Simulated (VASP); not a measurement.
# Ce (Fm-3m) in VASP: notebook, part 2 of 2

VASP 6.6.1. Earlier steps stand in the parts before.

**3. Single point, PBE**

Input file INCAR:

```
PREC     = Accurate       # precision mode
ENCUT    = 500            # plane-wave cutoff, eV
EDIFF    = 1E-6           # SCF threshold, eV
ISMEAR   = 1              # smearing method
SIGMA    = 0.6            # smearing width, eV
LREAL    = F              # projectors in reciprocal space
LASPH    = T              # aspherical terms in the spheres
NELM     = 200            # most SCF steps
ALGO     = Normal         # electronic algorithm
ISIF     = 2              # what is computed and relaxed
LWAVE    = F              # write WAVECAR
LCHARG   = F              # write CHGCAR
GGA      = PE             # functional
NBANDS   = 12             # bands
GGA_COMPAT= F            
LMAXMIX  = 6              # l up to which the mixer works
```

Input file KPOINTS:

```
Automatic mesh
0
Gamma
  11 11 11
```

Input file POSCAR:

```
Ce
1.0
    0.0000000000      2.3774557595      2.3774557595
    2.3774557595      0.0000000000      2.3774557595
    2.3774557595      2.3774557595      0.0000000000
Ce
1
Direct
    0.0000000000      0.0000000000      0.0000000000
```

Potentials or basis: VASP PAW PBE potentials, release 64 (Ce).

Command:

```console
$ cat potpaw_PBE.64/Ce/POTCAR > POTCAR
$ mpirun -np 1 vasp_std > vasp.out
```

OUTCAR:

```text
PREC = Accurate
   ENCUT = 500
   EDIFF = 1E-6
   ISMEAR = 1
   LREAL = F
   LASPH = T
   NELM = 200
   ISIF = 2
   GGA = PE

 ion  position               nearest neighbor table
   1  0.000  0.000  0.000-

  LATTYP: Found a face centered cubic cell.
 ALAT       =     4.7549115190

  Lattice vectors:

 A1 = (   0.0000000000,   2.3774557595,   2.3774557595)
 A2 = (   2.3774557595,   0.0000000000,   2.3774557595)
 A3 = (   2.3774557595,   2.3774557595,   0.0000000000)

Analysis of symmetry for initial positions (statically):
=====================================================================
 Subroutine PRICEL returns:
 Original cell was already a primitive cell.

 Routine SETGRP: Setting up the symmetry group for a
 face centered cubic supercell.

 Subroutine GETGRP returns: Found 48 space group operations
 (whereof 48 operations were pure point group operations)
 out of a pool of 48 trial point group operations.

The static configuration has the point symmetry O_h .

Analysis of symmetry for dynamics (positions and initial velocities):
=====================================================================
 Subroutine PRICEL returns:
 Original cell was already a primitive cell.

 Routine SETGRP: Setting up the symmetry group for a
 face centered cubic supercell.

 Subroutine GETGRP returns: Found 48 space group operations
 (whereof 48 operations were pure point group operations)
 out of a pool of 48 trial point group operations.

The dynamic configuration has the point symmetry O_h .

 Subroutine INISYM returns: Found 48 space group operations
 (whereof 48 operations are pure point group operations),
 and found     1 'primitive' translations

----------------------------------------------------------------------------------------

                                     Primitive cell

  volume of cell :      26.8762

  direct lattice vectors                    reciprocal lattice vectors
     0.000000000  2.377455760  2.377455760    -0.210308856  0.210308856  0.210308856
     2.377455760  0.000000000  2.377455760     0.210308856 -0.210308856  0.210308856
     2.377455760  2.377455760  0.000000000     0.210308856  0.210308856 -0.210308856

  length of vectors
     3.362230179  3.362230179  3.362230179     0.364265623  0.364265623  0.364265623

  position of ions in fractional coordinates (direct lattice)
     0.000000000  0.000000000  0.000000000

  ion indices of the primitive-cell ions
   primitive index   ion index
                 1           1

----------------------------------------------------------------------------------------

 KPOINTS: Automatic mesh

Automatic generation of k-mesh.
 Grid dimensions read from file:
 generate k-points for:   11   11   11

 Generating k-lattice:

  Cartesian coordinates                     Fractional coordinates (reciprocal lattice)
    -0.019118987  0.019118987  0.019118987     0.090909091  0.000000000  0.000000000
     0.019118987 -0.019118987  0.019118987     0.000000000  0.090909091  0.000000000
     0.019118987  0.019118987 -0.019118987     0.000000000  0.000000000  0.090909091

  Length of vectors
     0.033115057  0.033115057  0.033115057

  Shift w.r.t. Gamma in fractional coordinates (k-lattice)
     0.000000000  0.000000000  0.000000000

 Subroutine IBZKPT returns following result:
 ===========================================

 Found     56 irreducible k-points:

 Following reciprocal coordinates:
            Coordinates               Weight
  0.000000  0.000000  0.000000      1.000000
  0.090909  0.000000  0.000000      8.000000
  0.181818  0.000000  0.000000      8.000000
  0.272727  0.000000  0.000000      8.000000
  0.363636  0.000000  0.000000      8.000000
  0.454545  0.000000  0.000000      8.000000
[... 16 lines left out ...]
 -0.272727  0.181818  0.000000     24.000000
 -0.181818  0.181818  0.000000     12.000000
 [... further k-points ...]
   k-points           NKPTS =     56   k-points in BZ     NKDIM =     56   number of bands    NBANDS=     12
   number of dos      NEDOS =    301   number of ions     NIONS =      1
   total plane-waves  NPLWV =  21952
   dimension x,y,z NGX =    28 NGY =   28 NGZ =   28
   dimension x,y,z NGXF=    56 NGYF=   56 NGZF=   56
   ions per type =               1
   NGX,Y,Z   is equivalent  to a cutoff of  13.84, 13.84, 13.84 a.u.
   NGXF,Y,Z  is equivalent  to a cutoff of  27.69, 27.69, 27.69 a.u.
 SYSTEM =  unknown system
   PREC   = accura    normal or accurate (medium, high low for compatibility)
   ISTART =      0    job   : 0-new  1-cont  2-samecut
   ICHARG =      2    charge: 1-file 2-atom 10-const
   ISPIN  =      1    spin polarized calculation?
   LNONCOLLINEAR =      F non collinear calculations
   LSORBIT =      F    spin-orbit coupling
   LASPH  =      T    aspherical Exc in radial PAW
   ENCUT  =  500.0 eV  36.75 Ry    6.06 a.u.   6.13  6.13  6.13*2*pi/ulx,y,z
   NELM   =    200;   NELMIN=  2; NELMDL= -5     # of ELM steps
   EDIFF  = 0.1E-05   stopping-criterion for ELM
   LREAL  =      F    real-space projection
   EDIFFG = 0.1E-04   stopping-criterion for IOM
   NSW    =      0    number of steps for IOM
   IBRION =     -1    ionic relax: 0-MD 1-quasi-New 2-CG
   NFREE  =      0    steps in history (QN), initial steepest desc. (CG)
   ISIF   =      2    stress and relaxation
   ISYM   =      2    0-nonsym 1-usesym 2-fastsym
   POTIM  = 0.5000    time-step for ionic-motion
   TEBEG  =    0.0;   TEEND  =   0.0 temperature during run
   PSTRESS=    0.0 pullay stress
   NELECT =      12.0000    total number of electrons
   NUPDOWN=      -1.0000    fix difference up-down
   EMIN   =  10.00;   EMAX   =-10.00  energy-range for DOS
   EFERMI =   0.00;   METHOD = LEGACY
   ISMEAR =     1;   SIGMA  =   0.60  broadening in eV -4-tet -1-fermi 0-gaus
   EFERMI_NEDOS =   21; number of points for ismear=-14 and -15
   IALGO  =     38    algorithm
   IMIX   =      4    mixing-type and parameters
     AMIX     =   0.40;   BMIX     =  1.00
     AMIX_MAG =   1.60;   BMIX_MAG =  1.00
  volume/ion in A,a.u.               =      26.88       181.37
  Fermi-wavevector in a.u.,A,eV,Ry     =   1.251256  2.364531 21.301843  1.565641
  Thomas-Fermi vector in A             =   2.385212
   LORBIT       =      0    0 simple, 1 ext, 2 COOP (PROOUT), +10 PAW based schemes
   GGA     = PE    functional components
   LHFCALC =     F    Hartree Fock is set to
   AEXX    =    0.0000 exact exchange contribution
   IVDW    =     0    specifies the selected vdW correction
   LEPSILON=     F    determine dielectric tensor
   LRPA    =     F    only Hartree local field effects (RPA)
 non-spin polarized calculation
 Methfessel and Paxton  Order N= 1 SIGMA  =   0.60
  energy-cutoff  :      500.00
  volume of cell :       26.88
 maximum number of plane-waves:       701
 NGX is ok and might be reduce to    28
   NGX = 13   NGY = 13   NGZ = 13

 number of electron      12.0000000 magnetization

 Free energy of the ion-electron system (eV)
  ---------------------------------------------------
  ext. energy  EPLUGINS =         0.00000000
  ---------------------------------------------------
  free energy    TOTEN  =        -5.82788156 eV

  energy without entropy =       -6.00698521  energy(sigma->0) =       -5.88758277

 E-fermi :   9.2429     XC(G=0): -11.2157

 val. band max:        9.2102997449   @ k =   0.3636   0.0000   0.0000
 cond. band min:       9.2875631763   @ k =  -0.2727   0.2727   0.0000
 fundamental gap:      0.0772634314
 Fermi energy:         9.2428523766

 k-point     1 :       0.0000    0.0000    0.0000
  band No.  band energies     occupation
      1     -25.5144      2.00000
      2      -6.7459      2.00000
      3      -6.7459      2.00000
      4      -6.7459      2.00000
      5       6.3230      2.00000
      6       9.0376      1.54314
      7       9.6019      0.16137
      8       9.6019      0.16137
      9       9.6019      0.16137
     10      10.3297     -0.02800
     11      10.3297     -0.02800
     12      10.3297     -0.02800

 k-point     2 :       0.0909    0.0000    0.0000
  band No.  band energies     occupation
      1     -25.4768      2.00000
      2      -7.0070      2.00000
      3      -6.7747      2.00000
      4      -6.7747      2.00000
      5       6.6787      2.00000
      6       8.9477      1.73121
      7       9.5707      0.21089
      8       9.6157      0.14116
      9       9.6157      0.14116
     10      10.1547     -0.05353
     11      10.1547     -0.05353
     12      10.3315     -0.02777
[... 316 lines left out ...]
 k-point    24 :      -0.1818    0.1818    0.0000
  band No.  band energies     occupation
      1     -25.1915      2.00000
      2      -8.3461      2.00000
      3      -7.4378      2.00000
      4      -6.9133      2.00000
      5       8.6676      2.04061
      6       8.7557      1.98605
      7       9.1669      1.21238
      8       9.7110      0.03034
      9       9.7708     -0.01555
     10       9.8549     -0.05416
     11      10.0158     -0.06977
     12      10.2391     -0.04060

 [... further k-points ...]
[... 5 lines left out ...]
  --------------------------------------------------------------------------------------
  -------------------------------------------------------------------------------------
  Total       -0.2591484     -0.2591484     -0.2591484      0.0000000      0.0000000     -0.0000000
  in kB      -15.4486950    -15.4486950    -15.4486950      0.0000000      0.0000000     -0.0000000
  external PRESSURE =     -15.4486950 kB  Pullay stress =       0.0000000 kB

 VOLUME and BASIS-vectors are now :
 -----------------------------------------------------------------------------
  energy-cutoff  :      500.00
  volume of cell :       26.88
      direct lattice vectors                 reciprocal lattice vectors
     0.000000000  2.377455760  2.377455760    -0.210308856  0.210308856  0.210308856
     2.377455760  0.000000000  2.377455760     0.210308856 -0.210308856  0.210308856
     2.377455760  2.377455760  0.000000000     0.210308856  0.210308856 -0.210308856

 POSITION                                       TOTAL-FORCE (eV/Angst)
 -----------------------------------------------------------------------------------
      0.00000      0.00000      0.00000        -0.000000      0.000000      0.000000
 -----------------------------------------------------------------------------------
    total drift:                                0.000000      0.000000      0.000000

  FREE ENERGIE OF THE ION-ELECTRON SYSTEM (eV)
  ---------------------------------------------------
  free  energy   TOTEN  =        -5.8278815571 eV

  energy  without entropy=       -6.0069852073  energy(sigma->0) =       -5.88758277
```

It took 32 s on 1 thread of Intel Xeon Platinum 8375C at 2.90GHz (Ice Lake), shared host; peak memory 0.17 GiB.

What came out:

| Property | Result |
| --- | --- |
| Free energy | -5.8279 eV |
| Pressure | -1.5 GPa |
| Band gap on the k mesh | zero (band 6 reaches 9.43 eV, above the bottom of band 7 at 9.10 eV) |

Caveat: spin-orbit coupling is left out, which moves the levels of the heavy elements. Spin polarisation is off, so any magnetic state and its effect on volume and gap are missing.
